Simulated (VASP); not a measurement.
# TiAl3 (Pm-3m) in VASP: notebook

The runs below take TiAl3 through single point, with r2SCAN.

Everything below comes from runs of VASP 6.6.1. Logs are shortened: lines on timing, memory, paths and dates and some standing lists are left out, and cuts for length are marked.

### 1 The cell of the first run

Symmetry: Pm-3m, No. 221, cubic system. The conventional cell has a = 3.956 Å, b = 3.956 Å, c = 3.956 Å, α = 90.00°, β = 90.00°, γ = 90.00°. Within 3.7 Å of Ti (site symmetry m-3m) lie 12 Al at 2.80 Å. Within 3.7 Å of Al (site symmetry 4/mmm) lie 4 Ti at 2.80 Å and 8 Al at 2.80 Å.

### 2 Single point, r2SCAN

File POSCAR:

```
TiAl3
1.0
    3.9556710000      0.0000000000      0.0000000000
    0.0000000000      3.9556710000      0.0000000000
    0.0000000000      0.0000000000      3.9556710000
Ti Al
1 3
Direct
    0.0000000000      0.0000000000      0.0000000000
    0.5000000000      0.5000000000      0.0000000000
    0.5000000000      0.0000000000      0.5000000000
    0.0000000000      0.5000000000      0.5000000000
```

File INCAR.step1:

```
PREC     = Accurate       # precision mode
ENCUT    = 520            # plane-wave cutoff, eV
ISMEAR   = 1              # smearing method
SIGMA    = 0.3            # smearing width, eV
LREAL    = False          # projectors in reciprocal space
LASPH    = True           # aspherical terms in the spheres
NELM     = 100            # most SCF steps
NBANDS   = 18             # bands
GGA      = PE             # functional
ALGO     = Normal         # electronic algorithm
EDIFF    = 1E-4           # SCF threshold, eV
LWAVE    = True           # write WAVECAR
LCHARG   = False          # write CHGCAR
```

File INCAR.step2:

```
PREC     = Accurate       # precision mode
ENCUT    = 520            # plane-wave cutoff, eV
EDIFF    = 1E-6           # SCF threshold, eV
ISMEAR   = 1              # smearing method
SIGMA    = 0.3            # smearing width, eV
LREAL    = False          # projectors in reciprocal space
LASPH    = True           # aspherical terms in the spheres
NELM     = 100            # most SCF steps
ALGO     = Normal         # electronic algorithm
ISIF     = 2              # what is computed and relaxed
LWAVE    = False          # write WAVECAR
LCHARG   = False          # write CHGCAR
METAGGA  = R2SCAN         # meta-GGA
LMIXTAU  = True         
NBANDS   = 18             # bands
ISTART   = 1
```

File KPOINTS:

```
regular mesh
0
Gamma
  7 7 7
```

Potentials or basis: VASP PAW PBE potentials, release 64 (Ti_sv, Al).

The run is started by

```console
$ cat potpaw_PBE.64/Ti_sv/POTCAR potpaw_PBE.64/Al/POTCAR > POTCAR
$ cp INCAR.step1 INCAR
$ mpirun -np 1 vasp_std > vasp.out
$ cp INCAR.step2 INCAR
$ mpirun -np 1 vasp_std > vasp.out
```

OUTCAR:

```text
PREC = Accurate
   ENCUT = 520
   EDIFF = 1E-6
   ISMEAR = 1
   LREAL = False
   LASPH = True
   NELM = 100
   ISIF = 2
   METAGGA = R2SCAN
   ISTART = 1

 ion  position               nearest neighbor table
   1  0.000  0.000  0.000-   2 2.80   3 2.80   4 2.80   3 2.80   4 2.80   2 2.80   4 2.80   4 2.80
                             2 2.80   3 2.80   3 2.80   2 2.80
   2  0.500  0.500  0.000-   1 2.80   3 2.80   4 2.80   3 2.80   4 2.80   1 2.80   3 2.80   3 2.80
                             1 2.80   4 2.80   4 2.80   1 2.80
   3  0.500  0.000  0.500-   1 2.80   2 2.80   4 2.80   1 2.80   2 2.80   2 2.80   4 2.80   2 2.80
                             1 2.80   4 2.80   1 2.80   4 2.80
   4  0.000  0.500  0.500-   1 2.80   2 2.80   3 2.80   1 2.80   2 2.80   1 2.80   3 2.80   1 2.80
                             2 2.80   3 2.80   2 2.80   3 2.80

  LATTYP: Found a simple cubic cell.
 ALAT       =     3.9556710000

  Lattice vectors:

 A1 = (   3.9556710000,   0.0000000000,   0.0000000000)
 A2 = (   0.0000000000,   3.9556710000,   0.0000000000)
 A3 = (   0.0000000000,   0.0000000000,   3.9556710000)

Analysis of symmetry for initial positions (statically):
=====================================================================
 Subroutine PRICEL returns:
 Original cell was already a primitive cell.

 Routine SETGRP: Setting up the symmetry group for a
 simple cubic supercell.

 Subroutine GETGRP returns: Found 48 space group operations
 (whereof 48 operations were pure point group operations)
 out of a pool of 48 trial point group operations.

The static configuration has the point symmetry O_h .

Analysis of symmetry for dynamics (positions and initial velocities):
=====================================================================
 Subroutine PRICEL returns:
 Original cell was already a primitive cell.

 Routine SETGRP: Setting up the symmetry group for a
 simple cubic supercell.

 Subroutine GETGRP returns: Found 48 space group operations
 (whereof 48 operations were pure point group operations)
 out of a pool of 48 trial point group operations.

The dynamic configuration has the point symmetry O_h .

 Subroutine INISYM returns: Found 48 space group operations
 (whereof 48 operations are pure point group operations),
 and found     1 'primitive' translations

----------------------------------------------------------------------------------------

                                     Primitive cell

  volume of cell :      61.8957

  direct lattice vectors                    reciprocal lattice vectors
     3.955671000  0.000000000  0.000000000     0.252801611  0.000000000  0.000000000
     0.000000000  3.955671000  0.000000000     0.000000000  0.252801611  0.000000000
     0.000000000  0.000000000  3.955671000     0.000000000  0.000000000  0.252801611

  length of vectors
     3.955671000  3.955671000  3.955671000     0.252801611  0.252801611  0.252801611

  position of ions in fractional coordinates (direct lattice)
     0.000000000  0.000000000  0.000000000
     0.500000000  0.500000000  0.000000000
     0.500000000  0.000000000  0.500000000
     0.000000000  0.500000000  0.500000000

  ion indices of the primitive-cell ions
   primitive index   ion index
                 1           1
                 2           2
                 3           3
                 4           4

----------------------------------------------------------------------------------------

 KPOINTS: regular mesh

Automatic generation of k-mesh.
 Grid dimensions read from file:
 generate k-points for:    7    7    7

 Generating k-lattice:

  Cartesian coordinates                     Fractional coordinates (reciprocal lattice)
     0.036114516  0.000000000  0.000000000     0.142857143  0.000000000  0.000000000
     0.000000000  0.036114516  0.000000000     0.000000000  0.142857143  0.000000000
     0.000000000  0.000000000  0.036114516     0.000000000  0.000000000  0.142857143

  Length of vectors
     0.036114516  0.036114516  0.036114516

  Shift w.r.t. Gamma in fractional coordinates (k-lattice)
     0.000000000  0.000000000  0.000000000

 Subroutine IBZKPT returns following result:
 ===========================================

 Found     20 irreducible k-points:

 Following reciprocal coordinates:
            Coordinates               Weight
  0.000000  0.000000  0.000000      1.000000
  0.142857  0.000000  0.000000      6.000000
  0.285714  0.000000  0.000000      6.000000
  0.428571  0.000000  0.000000      6.000000
  0.142857  0.142857  0.000000     12.000000
  0.285714  0.142857  0.000000     24.000000
[... 12 lines left out ...]
  0.428571  0.428571  0.285714     24.000000
  0.428571  0.428571  0.428571      8.000000
   k-points           NKPTS =     20   k-points in BZ     NKDIM =     20   number of bands    NBANDS=     18
   number of dos      NEDOS =    301   number of ions     NIONS =      4
   total plane-waves  NPLWV =  27000
   dimension x,y,z NGX =    30 NGY =   30 NGZ =   30
   dimension x,y,z NGXF=    60 NGYF=   60 NGZF=   60
   ions per type =               1   3
   NGX,Y,Z   is equivalent  to a cutoff of  12.61, 12.61, 12.61 a.u.
   NGXF,Y,Z  is equivalent  to a cutoff of  25.22, 25.22, 25.22 a.u.
 SYSTEM =  unknown system
   PREC   = accura    normal or accurate (medium, high low for compatibility)
   ISTART =      1    job   : 0-new  1-cont  2-samecut
   ICHARG =      0    charge: 1-file 2-atom 10-const
   ISPIN  =      1    spin polarized calculation?
   LNONCOLLINEAR =      F non collinear calculations
   LSORBIT =      F    spin-orbit coupling
   LASPH  =      T    aspherical Exc in radial PAW
   ENCUT  =  520.0 eV  38.22 Ry    6.18 a.u.   7.35  7.35  7.35*2*pi/ulx,y,z
   NELM   =    100;   NELMIN=  2; NELMDL=  0     # of ELM steps
   EDIFF  = 0.1E-05   stopping-criterion for ELM
   LREAL  =      F    real-space projection
   EDIFFG = 0.1E-04   stopping-criterion for IOM
   NSW    =      0    number of steps for IOM
   IBRION =     -1    ionic relax: 0-MD 1-quasi-New 2-CG
   NFREE  =      0    steps in history (QN), initial steepest desc. (CG)
   ISIF   =      2    stress and relaxation
   ISYM   =      2    0-nonsym 1-usesym 2-fastsym
   POTIM  = 0.5000    time-step for ionic-motion
   TEBEG  =    0.0;   TEEND  =   0.0 temperature during run
   PSTRESS=    0.0 pullay stress
   NELECT =      21.0000    total number of electrons
   NUPDOWN=      -1.0000    fix difference up-down
   EMIN   =  10.00;   EMAX   =-10.00  energy-range for DOS
   EFERMI =   0.00;   METHOD = LEGACY
   ISMEAR =     1;   SIGMA  =   0.30  broadening in eV -4-tet -1-fermi 0-gaus
   EFERMI_NEDOS =   21; number of points for ismear=-14 and -15
   IALGO  =     38    algorithm
   IMIX   =      4    mixing-type and parameters
     AMIX     =   0.40;   BMIX     =  1.00
     AMIX_MAG =   1.60;   BMIX_MAG =  1.00
  volume/ion in A,a.u.               =      15.47       104.42
  Fermi-wavevector in a.u.,A,eV,Ry     =   1.141812  2.157711 17.738373  1.303734
  Thomas-Fermi vector in A             =   2.278511
   LORBIT       =      0    0 simple, 1 ext, 2 COOP (PROOUT), +10 PAW based schemes
   METAGGA = R2SCAN    functional components
   LHFCALC =     F    Hartree Fock is set to
   AEXX    =    0.0000 exact exchange contribution
   IVDW    =     0    specifies the selected vdW correction
   LEPSILON=     F    determine dielectric tensor
   LRPA    =     F    only Hartree local field effects (RPA)
 non-spin polarized calculation
 Methfessel and Paxton  Order N= 1 SIGMA  =   0.30
  energy-cutoff  :      520.00
  volume of cell :       61.90
 maximum number of plane-waves:      1743
 NGX is ok and might be reduce to    30
   NGX = 15   NGY = 15   NGZ = 15

 number of electron      20.9999997 magnetization

 Free energy of the ion-electron system (eV)
  ---------------------------------------------------
  ext. energy  EPLUGINS =         0.00000000
  ---------------------------------------------------
  free energy    TOTEN  =       -34.82194710 eV

  energy without entropy =      -34.82024635  energy(sigma->0) =      -34.82138019

 E-fermi :   9.2031     XC(G=0): -11.5907

 val. band max:        9.0845009431   @ k =   0.1429   0.1429   0.0000
 cond. band min:       9.2503667633   @ k =   0.4286   0.2857   0.1429
 fundamental gap:      0.1658658202
 Fermi energy:         9.2031331856

 k-point     1 :       0.0000    0.0000    0.0000
  band No.  band energies     occupation
      1     -50.1673      2.00000
      2     -25.4336      2.00000
      3     -25.4336      2.00000
      4     -25.4336      2.00000
      5      -2.3279      2.00000
      6       5.9586      2.00000
[... 10 lines left out ...]
     17      15.2040      0.00000
     18      15.2040      0.00000

 k-point     2 :       0.1429    0.0000    0.0000
  band No.  band energies     occupation
      1     -50.1671      2.00000
      2     -25.4377      2.00000
      3     -25.4333      2.00000
      4     -25.4333      2.00000
      5      -2.1187      2.00000
      6       4.5528      2.00000
[... 10 lines left out ...]
     17      14.7968     -0.00000
     18      14.7968     -0.00000

 k-point     3 :       0.2857    0.0000    0.0000
  band No.  band energies     occupation
      1     -50.1667      2.00000
      2     -25.4471      2.00000
      3     -25.4326      2.00000
      4     -25.4326      2.00000
      5      -1.5038      2.00000
      6       2.6983      2.00000
[... 10 lines left out ...]
     17      13.5563     -0.00000
     18      15.2247      0.00000

 k-point     4 :       0.4286    0.0000    0.0000
  band No.  band energies     occupation
      1     -50.1664      2.00000
      2     -25.4546      2.00000
      3     -25.4320      2.00000
      4     -25.4320      2.00000
      5      -0.5568      2.00000
      6       1.0859      2.00000
[... 291 lines left out ...]
      4     -25.4432      2.00000
      5       0.8848      2.00000
      6       2.5581      2.00000
[... 10 lines left out ...]
     17      13.7540     -0.00000
     18      16.1580      0.00000

 k-point    19 :       0.4286    0.4286    0.2857
  band No.  band energies     occupation
      1     -50.1651      2.00000
      2     -25.4504      2.00000
      3     -25.4502      2.00000
      4     -25.4427      2.00000
      5       1.6807      2.00000
      6       3.2350      2.00000
[... 10 lines left out ...]
     17      12.6847     -0.00000
     18      17.1884      0.00000

 k-point    20 :       0.4286    0.4286    0.4286
  band No.  band energies     occupation
      1     -50.1648      2.00000
      2     -25.4495      2.00000
      3     -25.4493      2.00000
      4     -25.4493      2.00000
      5       2.5069      2.00000
      6       3.7366      2.00000
[... 10 lines left out ...]
     17      12.2470     -0.00000
     18      19.6689      0.00000

------------------------ aborting loop because EDIFF is reached ----------------------------------------

  FORCE on cell =-STRESS in cart. coord.  units (eV):
  Direction    XX          YY          ZZ          XY          YZ          ZX
  --------------------------------------------------------------------------------------
  -------------------------------------------------------------------------------------
  Total       -0.0297685     -0.0297685     -0.0297685      0.0000000     -0.0000000      0.0000000
  in kB       -0.7705611     -0.7705611     -0.7705611      0.0000000     -0.0000000      0.0000000
  external PRESSURE =      -0.7705611 kB  Pullay stress =       0.0000000 kB

 VOLUME and BASIS-vectors are now :
 -----------------------------------------------------------------------------
  energy-cutoff  :      520.00
  volume of cell :       61.90
      direct lattice vectors                 reciprocal lattice vectors
     3.955671000  0.000000000  0.000000000     0.252801611  0.000000000  0.000000000
     0.000000000  3.955671000  0.000000000     0.000000000  0.252801611  0.000000000
     0.000000000  0.000000000  3.955671000     0.000000000  0.000000000  0.252801611

 POSITION                                       TOTAL-FORCE (eV/Angst)
 -----------------------------------------------------------------------------------
      0.00000      0.00000      0.00000         0.000000      0.000000      0.000000
      1.97784      1.97784      0.00000         0.000000      0.000000      0.000000
      1.97784      0.00000      1.97784         0.000000      0.000000      0.000000
      0.00000      1.97784      1.97784         0.000000      0.000000      0.000000
 -----------------------------------------------------------------------------------
    total drift:                                0.000000     -0.000000      0.000000

  FREE ENERGIE OF THE ION-ELECTRON SYSTEM (eV)
  ---------------------------------------------------
  free  energy   TOTEN  =       -34.8219471050 eV

  energy  without entropy=      -34.8202463454  energy(sigma->0) =      -34.82138019
```

Run time: 2.4 min. Hardware: 1 thread of Intel Xeon 6975P-C, shared host; peak memory 0.18 GiB.

What came out:

```
Free energy : -34.8219 eV
Pressure    : -0.1 GPa
```

Levels at points of the mesh, in eV from the Fermi level:
| k point | band 8 | band 9 | band 10 | band 11 | band 12 | band 13 |
| --- | --- | --- | --- | --- | --- | --- |
| (0.00, 0.00, 0.00) | -2.43 | -2.43 | -2.43 | 0.10 | 0.10 | 0.10 |

Caveat: the PAW data sets were made with another functional, which shifts forces and pressure a little.

(Part 1 of 2 ends here.)
